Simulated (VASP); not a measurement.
# NiSb (P6_3/mmc) in VASP: settings compared

NiSb is run at these levels: PBE+U, PBEsol+U; tasks: single point.

Everything below comes from runs of VASP 6.6.1. Logs are shortened: lines on timing, memory, paths and dates and some standing lists are left out, and cuts for length are marked.

## Step 1: The cell of the first run

Symmetry: P6_3/mmc, No. 194, hexagonal system. The conventional cell has a = 3.940 Å, b = 3.940 Å, c = 5.140 Å, α = 90.00°, β = 90.00°, γ = 120.00°. Ni (site symmetry -3m) has 2 Ni at 2.57 Å and 6 Sb at 2.61 Å within 3.4 Å. Sb (site symmetry -6m2) has 6 Ni at 2.61 Å and 6 Sb at 3.43 Å within 3.5 Å.

## Step 2: Single point, PBE+U

INCAR

```
SYSTEM = NiSb
ALGO     = Normal         ! electronic algorithm
EDIFF    = 1E-6           ! SCF threshold, eV
ENCUT    = 690            ! plane-wave cutoff, eV
GGA      = PE             ! functional
GGA_COMPAT= .False.      
ISIF     = 2              ! what is computed and relaxed
ISMEAR   = 0              ! smearing method
LASPH    = .True.         ! aspherical terms in the spheres
LCHARG   = .False.        ! write CHGCAR
LDAU     = .True.         ! DFT+U
LDAUJ    = 0 0          
LDAUL    = 2 -1           ! shell
LDAUPRINT= 1            
LDAUTYPE = 2            
LDAUU    = 7.7 0          ! U, eV
LMAXMIX  = 4              ! l up to which the mixer works
LREAL    = .False.        ! projectors in reciprocal space
LWAVE    = .False.        ! write WAVECAR
NBANDS   = 41             ! bands
NELM     = 200            ! most SCF steps
PREC     = Accurate       ! precision mode
SIGMA    = 0.1            ! smearing width, eV
```

KPOINTS

```
k-points
0
Gamma
  6 6 4
  0 0 0
```

POSCAR

```
NiSb
1.0
    3.9399999606      0.0000000000      0.0000000000
   -1.9699999803      3.4121400568      0.0000000000
    0.0000000000      0.0000000000      5.1400000000
Ni Sb
2 2
Direct
    0.0000000000      0.0000000000      0.0000000000
    0.0000000000      0.0000000000      0.5000000000
    0.3333333333      0.6666666667      0.2500000000
    0.6666666667      0.3333333333      0.7500000000
```

Potentials or basis: VASP PAW PBE potentials, release 64 (Ni_sv_GW, Sb_d_GW).

The run is started by

```
$ cat potpaw_PBE.64/Ni_sv_GW/POTCAR potpaw_PBE.64/Sb_d_GW/POTCAR > POTCAR
$ mpirun -np 1 vasp_std > vasp.out
```

OUTCAR:

```text
SYSTEM = NiSb
   EDIFF = 1E-6
   ENCUT = 690
   GGA = PE
   ISIF = 2
   ISMEAR = 0
   LASPH = .True.
   LREAL = .False.
   NELM = 200
   PREC = Accurate

 ion  position               nearest neighbor table
   1  0.000  0.000  0.000-   2 2.57   2 2.57   4 2.61   3 2.61   4 2.61   3 2.61   4 2.61   3 2.61

   2  0.000  0.000  0.500-   1 2.57   1 2.57   4 2.61   3 2.61   4 2.61   3 2.61   4 2.61   3 2.61

   3  0.333  0.667  0.250-   1 2.61   2 2.61   1 2.61   2 2.61   1 2.61   2 2.61
   4  0.667  0.333  0.750-   1 2.61   2 2.61   1 2.61   2 2.61   1 2.61   2 2.61

  LATTYP: Found a hexagonal cell.
 ALAT       =     3.9399999606
 C/A-ratio  =     1.3045685410

  Lattice vectors:

 A1 = (   3.9399999606,   0.0000000000,   0.0000000000)
 A2 = (  -1.9699999803,   3.4121400568,   0.0000000000)
 A3 = (   0.0000000000,   0.0000000000,   5.1400000000)

Analysis of symmetry for initial positions (statically):
=====================================================================
 Subroutine PRICEL returns:
 Original cell was already a primitive cell.

 Routine SETGRP: Setting up the symmetry group for a
 hexagonal supercell.

 Subroutine GETGRP returns: Found 24 space group operations
 (whereof 12 operations were pure point group operations)
 out of a pool of 24 trial point group operations.

The static configuration has the point symmetry D_3d.
 The point group associated with its full space group is D_6h.

Analysis of symmetry for dynamics (positions and initial velocities):
=====================================================================
 Subroutine PRICEL returns:
 Original cell was already a primitive cell.

 Routine SETGRP: Setting up the symmetry group for a
 hexagonal supercell.

 Subroutine GETGRP returns: Found 24 space group operations
 (whereof 12 operations were pure point group operations)
 out of a pool of 24 trial point group operations.

The dynamic configuration has the point symmetry D_3d.
[... 178 lines left out ...]
 onsite density matrix

spin component  1

  0.8105  0.0000 -0.0000 -0.0697  0.0000
  0.0000  0.7957 -0.0000  0.0000 -0.0697
 -0.0000 -0.0000  0.8501  0.0000  0.0000
 -0.0697  0.0000  0.0000  0.7957 -0.0000
  0.0000 -0.0697  0.0000 -0.0000  0.8105

spin component  2

  0.8105  0.0000 -0.0000 -0.0697  0.0000
  0.0000  0.7957 -0.0000  0.0000 -0.0697
 -0.0000 -0.0000  0.8501  0.0000  0.0000
 -0.0697  0.0000  0.0000  0.7957 -0.0000
  0.0000 -0.0697  0.0000 -0.0000  0.8105

 occupancies and eigenvectors

  o =  0.7331  v =  0.6687  0.0000 -0.0000  0.7435  0.0000  0.0000  0.0000  0.0000  0.0000  0.0000      0.0000  0.0000  0.0000  0.0000  0.0000  0.0000  0.0000  0.0000  0.0000  0.0000
  o =  0.7331  v =  0.0000  0.0000  0.0000  0.0000  0.0000  0.6687  0.0000 -0.0000  0.7435  0.0000      0.0000  0.0000  0.0000  0.0000  0.0000  0.0000  0.0000  0.0000  0.0000  0.0000
  o =  0.7331  v = -0.0000  0.7435 -0.0000 -0.0000  0.6687  0.0000  0.0000  0.0000  0.0000  0.0000      0.0000  0.0000  0.0000  0.0000  0.0000  0.0000  0.0000  0.0000  0.0000  0.0000
  o =  0.7331  v =  0.0000  0.0000  0.0000  0.0000  0.0000 -0.0000  0.7435 -0.0000 -0.0000  0.6687      0.0000  0.0000  0.0000  0.0000  0.0000  0.0000  0.0000  0.0000  0.0000  0.0000
  o =  0.8501  v =  0.0000  0.0000  1.0000 -0.0000 -0.0000  0.0000  0.0000  0.0000  0.0000  0.0000      0.0000  0.0000  0.0000  0.0000  0.0000  0.0000  0.0000  0.0000  0.0000  0.0000
  o =  0.8501  v =  0.0000  0.0000  0.0000  0.0000  0.0000  0.0000  0.0000  1.0000 -0.0000 -0.0000      0.0000  0.0000  0.0000  0.0000  0.0000  0.0000  0.0000  0.0000  0.0000  0.0000
  o =  0.8732  v =  0.7435 -0.0000  0.0000 -0.6687  0.0000  0.0000  0.0000  0.0000  0.0000  0.0000      0.0000  0.0000  0.0000  0.0000  0.0000  0.0000  0.0000  0.0000  0.0000  0.0000
  o =  0.8732  v =  0.0000  0.0000  0.0000  0.0000  0.0000  0.7435 -0.0000  0.0000 -0.6687  0.0000      0.0000  0.0000  0.0000  0.0000  0.0000  0.0000  0.0000  0.0000  0.0000  0.0000
  o =  0.8732  v =  0.0000  0.0000  0.0000  0.0000  0.0000 -0.0000 -0.6687  0.0000  0.0000  0.7435      0.0000  0.0000  0.0000  0.0000  0.0000  0.0000  0.0000  0.0000  0.0000  0.0000
  o =  0.8732  v = -0.0000 -0.6687  0.0000  0.0000  0.7435  0.0000  0.0000  0.0000  0.0000  0.0000      0.0000  0.0000  0.0000  0.0000  0.0000  0.0000  0.0000  0.0000  0.0000  0.0000

 number of electron      66.0000038 magnetization

 Free energy of the ion-electron system (eV)
  ---------------------------------------------------
  ext. energy  EPLUGINS =         0.00000000
  ---------------------------------------------------
  free energy    TOTEN  =       -10.27761267 eV

  energy without entropy =      -10.26358878  energy(sigma->0) =      -10.27060073

 E-fermi :   7.5582     XC(G=0): -11.9417

 val. band max:        7.4874818434   @ k =   0.1667  -0.0000   0.5000
 cond. band min:       7.6026356077   @ k =   0.3333   0.1667   0.2500
 fundamental gap:      0.1151537643
 Fermi energy:         7.5581969353

 k-point     1 :       0.0000    0.0000    0.0000
  band No.  band energies     occupation
      1     -93.7686      2.00000
      2     -93.7610      2.00000
      3     -54.2910      2.00000
      4     -54.2910      2.00000
      5     -54.2828      2.00000
      6     -54.2828      2.00000
[... 913 lines left out ...]
     40      15.9333      0.00000
     41      16.3882      0.00000

------------------------ aborting loop because EDIFF is reached ----------------------------------------

  FORCE on cell =-STRESS in cart. coord.  units (eV):
  Direction    XX          YY          ZZ          XY          YZ          ZX
  --------------------------------------------------------------------------------------
  -------------------------------------------------------------------------------------
  Total        0.2770298      0.2770298      1.2467385      0.0000000     -0.0000000     -0.0000000
  in kB        6.4231907      6.4231907     28.9067830      0.0000000     -0.0000000     -0.0000000
  external PRESSURE =      13.9177215 kB  Pullay stress =       0.0000000 kB

 VOLUME and BASIS-vectors are now :
 -----------------------------------------------------------------------------
  energy-cutoff  :      690.00
  volume of cell :       69.10
      direct lattice vectors                 reciprocal lattice vectors
     3.939999961  0.000000000  0.000000000     0.253807109  0.146535603  0.000000000
    -1.969999980  3.412140057  0.000000000     0.000000000  0.293071206  0.000000000
     0.000000000  0.000000000  5.140000000     0.000000000  0.000000000  0.194552529

 POSITION                                       TOTAL-FORCE (eV/Angst)
 -----------------------------------------------------------------------------------
      0.00000      0.00000      0.00000         0.000000     -0.000000      0.000000
      0.00000      0.00000      2.57000         0.000000     -0.000000      0.000000
     -0.00000      2.27476      1.28500         0.000000     -0.000000      0.000000
      1.97000      1.13738      3.85500        -0.000000      0.000000     -0.000000
 -----------------------------------------------------------------------------------
    total drift:                               -0.000000      0.000000     -0.000000

  FREE ENERGIE OF THE ION-ELECTRON SYSTEM (eV)
  ---------------------------------------------------
  free  energy   TOTEN  =       -10.2776126741 eV

  energy  without entropy=      -10.2635887787  energy(sigma->0) =      -10.27060073
```

stdout:

```text
POSCAR found type information on POSCAR NiSb
 POSCAR found :  2 types and       4 ions
 scaLAPACK will be used
 LDA part: xc-table for (Slater+PW92), standard interpolation
 POSCAR, INCAR and KPOINTS ok, starting setup
 FFT: planning ... GRIDC
 FFT: planning ... GRID_SOFT
 FFT: planning ... GRID
 WAVECAR not read
 entering main loop
```

Run time: 2.1 min. Hardware: 1 thread of Intel Xeon Platinum 8375C at 2.90GHz (Ice Lake), shared host; peak memory 0.3 GiB.

Results:

- Free energy: -10.2776 eV
- Pressure: 1.4 GPa
- Band gap on the k mesh: zero (bands 33 and 34 overlap by 3.59 eV)

Stress tensor (GPa, compression positive):
```
0.64 0.00 0.00
0.00 0.64 0.00
0.00 0.00 2.89
```

Eigenvalues of the final occupation matrices:
| site | spin | trace | eigenvalues |
| --- | --- | --- | --- |
| site 1 d | 1 | 4.06 | 0.73 0.73 0.85 0.87 0.87 |
| site 1 d | 2 | 4.06 | 0.73 0.73 0.85 0.87 0.87 |
| site 2 d | 1 | 4.06 | 0.73 0.73 0.85 0.87 0.87 |
| site 2 d | 2 | 4.06 | 0.73 0.73 0.85 0.87 0.87 |

Caveat: spin-orbit coupling is left out, which moves the levels of the heavy elements; U without spin polarisation on a metal has little footing; the U is typed as a test and isn't derived for this compound. Spin polarisation is off, so any magnetic state and its effect on volume and gap are missing.

## Step 3: Single point, PBEsol+U

INCAR

```
PREC = Accurate
ENCUT = 690
EDIFF = 1E-6
ISMEAR = 0
SIGMA = 0.1
LREAL = False
LASPH = True
NELM = 200
ALGO = Normal
ISIF = 2
LWAVE = False
LCHARG = True
LMAXMIX = 4
LDAU = True
LDAUTYPE = 1
LDAUL = 2 -1
LDAUU = 3.1 0
LDAUJ = 0.51 0
LDAUPRINT = 1
GGA = PS
LELF = True
LVHAR = True
NBANDS = 41
GGA_COMPAT = False
```

KPOINTS

```
regular mesh
0
Gamma
  2 2 2
```

POSCAR is that of step 2.

Potentials or basis: VASP PAW PBE potentials, release 64 (Ni_sv_GW, Sb_d_GW).

The run is started by

```
$ cat potpaw_PBE.64/Ni_sv_GW/POTCAR potpaw_PBE.64/Sb_d_GW/POTCAR > POTCAR
$ mpirun -np 1 vasp_std > vasp.out
```

OUTCAR:

```text
PREC = Accurate
   ENCUT = 690
   EDIFF = 1E-6
   ISMEAR = 0
   LREAL = False
   LASPH = True
   NELM = 200
   ISIF = 2
   GGA = PS

 ion  position               nearest neighbor table
   1  0.000  0.000  0.000-   2 2.57   2 2.57   4 2.61   3 2.61   4 2.61   3 2.61   4 2.61   3 2.61

   2  0.000  0.000  0.500-   1 2.57   1 2.57   4 2.61   3 2.61   4 2.61   3 2.61   4 2.61   3 2.61

   3  0.333  0.667  0.250-   1 2.61   2 2.61   1 2.61   2 2.61   1 2.61   2 2.61
   4  0.667  0.333  0.750-   1 2.61   2 2.61   1 2.61   2 2.61   1 2.61   2 2.61

[... 426 lines left out ...]
  Direction    XX          YY          ZZ          XY          YZ          ZX
  --------------------------------------------------------------------------------------
  -------------------------------------------------------------------------------------
  Total       -1.4653097     -1.4653097      0.5142541      0.0000000     -0.0000000     -0.0000000
  in kB      -33.9745594    -33.9745594     11.9234550      0.0000000     -0.0000000     -0.0000000
  external PRESSURE =     -18.6752212 kB  Pullay stress =       0.0000000 kB

 VOLUME and BASIS-vectors are now :
 -----------------------------------------------------------------------------
  energy-cutoff  :      690.00
  volume of cell :       69.10
      direct lattice vectors                 reciprocal lattice vectors
     3.939999961  0.000000000  0.000000000     0.253807109  0.146535603  0.000000000
    -1.969999980  3.412140057  0.000000000     0.000000000  0.293071206  0.000000000
     0.000000000  0.000000000  5.140000000     0.000000000  0.000000000  0.194552529

 POSITION                                       TOTAL-FORCE (eV/Angst)
 -----------------------------------------------------------------------------------
      0.00000      0.00000      0.00000         0.000000      0.000000      0.000000
      0.00000      0.00000      2.57000         0.000000      0.000000      0.000000
     -0.00000      2.27476      1.28500        -0.000000      0.000000     -0.000000
      1.97000      1.13738      3.85500        -0.000000     -0.000000     -0.000000
 -----------------------------------------------------------------------------------
    total drift:                               -0.000000      0.000000     -0.000000

  FREE ENERGIE OF THE ION-ELECTRON SYSTEM (eV)
  ---------------------------------------------------
  free  energy   TOTEN  =       -19.8888238550 eV

  energy  without entropy=      -19.8374237182  energy(sigma->0) =      -19.86312379
```

stdout:

```text
POSCAR found type information on POSCAR NiSb
 POSCAR found :  2 types and       4 ions
 scaLAPACK will be used
 -----------------------------------------------------------------------------
|                                                                             |
|                                                                             |
|     You enforced a specific xc type in the INCAR file but a different       |
|     I HOPE YOU KNOW WHAT YOU ARE DOING!                                     |
|                                                                             |
 -----------------------------------------------------------------------------

 LDA part: xc-table for (Slater+PW92), standard interpolation
 POSCAR, INCAR and KPOINTS ok, starting setup
 FFT: planning ... GRIDC
 FFT: planning ... GRID_SOFT
 FFT: planning ... GRID
 WAVECAR not read
 entering main loop
```

Wall time 38 s (1 thread of Intel Xeon Platinum 8375C at 2.90GHz (Ice Lake), shared host); peak memory 0.25 GiB.

What came out:

```
Free energy            : -19.8888 eV
Pressure               : -1.9 GPa
Band gap on the k mesh : zero (bands 33 and 34 overlap by 2.49 eV)
```

Eigenvalues of the final occupation matrices:
| site | spin | trace | eigenvalues |
| --- | --- | --- | --- |
| site 1 d | 1 | 4.01 | 0.76 0.76 0.78 0.85 0.85 |
| site 1 d | 2 | 4.01 | 0.76 0.76 0.78 0.85 0.85 |
| site 2 d | 1 | 4.01 | 0.76 0.76 0.78 0.85 0.85 |
| site 2 d | 2 | 4.01 | 0.76 0.76 0.78 0.85 0.85 |

Caveat: the k points lie up to 0.92 Å⁻¹ apart, too coarse for converged energies and pressures of a metal; the PAW data sets were made with another functional, which shifts forces and pressure a little; spin-orbit coupling is left out, which moves the levels of the heavy elements; U without spin polarisation on a metal has little footing; the U is typed as a test and isn't derived for this compound. Spin polarisation is off, so any magnetic state and its effect on volume and gap are missing.

The gap in the log of VASP goes by the Fermi energy; the results here count the filled bands.